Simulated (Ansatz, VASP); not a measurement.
# One calculation of BeS, two programs

```
CELL_PARAMETERS angstrom
0.00000 2.31730 2.31730
2.31730 0.00000 2.31730
2.31730 2.31730 0.00000
ATOMIC_POSITIONS crystal
Be 0.00000 0.00000 0.00000
S 0.50000 0.50000 0.50000
```

Alike in both runs: task single point; functional PBE; k mesh 10 × 10 × 10; no spin polarisation.

```csv
,VASP,Ansatz
version,VASP 6.6.1,Ansatz 0.2.0
potentials or method,"VASP PAW PBE potentials, release 64 (Be, S)","plane waves, PAW"
plane-wave cutoff (eV),520,420
occupations,"gaussian, width 0.01 eV",fixed
valence electrons in the cell,8,8
```

VASP gave:

| Property | Result |
| --- | --- |
| gap on the k mesh at the Fermi level (eV) | 1.03 |
| pressure (GPa) | -0.4 |

Q: What did Ansatz give for the same quantities?

A: gap on the k mesh at the Fermi level (eV): 1.02; pressure (GPa): -0.4.
